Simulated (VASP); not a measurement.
Set up this calculation in VASP 6.6.1, as the native input.

```
Task                   : single point
Functional             : LDA
Potentials or basis    : VASP PAW LDA potentials, release 64 (Hf_pv, O)
Cutoff                 : 520 eV
k mesh                 : 6 × 6 × 6
Occupations            : gaussian, width 0.02 eV
Spin                   : no spin polarisation
Dipole correction      : no
Further INCAR settings : ALGO = Normal; EDIFF = 1e-07; NBANDS = 56
```

The structure of HfO2 lies in POSCAR:

```
HfO2
1.0
    5.0471897422      0.0000000000     -0.0001944095
    0.0000000000      5.1394346144      0.0000000000
   -0.8682863433      0.0000000000      5.1433596742
Hf O
4 8
Direct
    0.2777789130      0.4572298338      0.7083305399
    0.7222210870      0.9572298338      0.7916694601
    0.7222210870      0.5427701662      0.2916694601
    0.2777789130      0.0427701662      0.2083305399
    0.4462796125      0.7415226918      0.9812318992
    0.5537203875      0.2415226918      0.5187681008
    0.5537203875      0.2584773082      0.0187681008
    0.4462796125      0.7584773082      0.4812318992
    0.0728327206      0.3406891155      0.3379006149
    0.9271672794      0.8406891155      0.1620993851
    0.9271672794      0.6593108845      0.6620993851
    0.0728327206      0.1593108845      0.8379006149
```

The input as run:

INCAR

```
  ALGO = Normal
  EDIFF = 1E-7
  ENCUT = 520
  ISIF = 2
  ISMEAR = 0
  LASPH = T
  LCHARG = F
  LREAL = F
  LWAVE = F
  NBANDS = 56
  NELM = 60
  PREC = Accurate
  SIGMA = 0.02
```

KPOINTS

```
k-points
0
Gamma
  6 6 6
```

Potentials or basis: VASP PAW LDA potentials, release 64 (Hf_pv, O).

The run is started by

```console
$ cat potpaw_LDA.64/Hf_pv/POTCAR potpaw_LDA.64/O/POTCAR > POTCAR
$ mpirun -np 1 vasp_std > vasp.out
```

Results of the run:

```
Pressure               : -2.4 GPa
Largest force          : 0.056 eV/Å
Band gap on the k mesh : 3.91 eV (least direct gap 4.01 eV)
```

Caveat: spin-orbit coupling is left out, which moves the levels of the heavy elements.

Run time: 16 min on 1 thread of Intel Xeon 8259CL (shared host), peak memory 0.5 GiB.
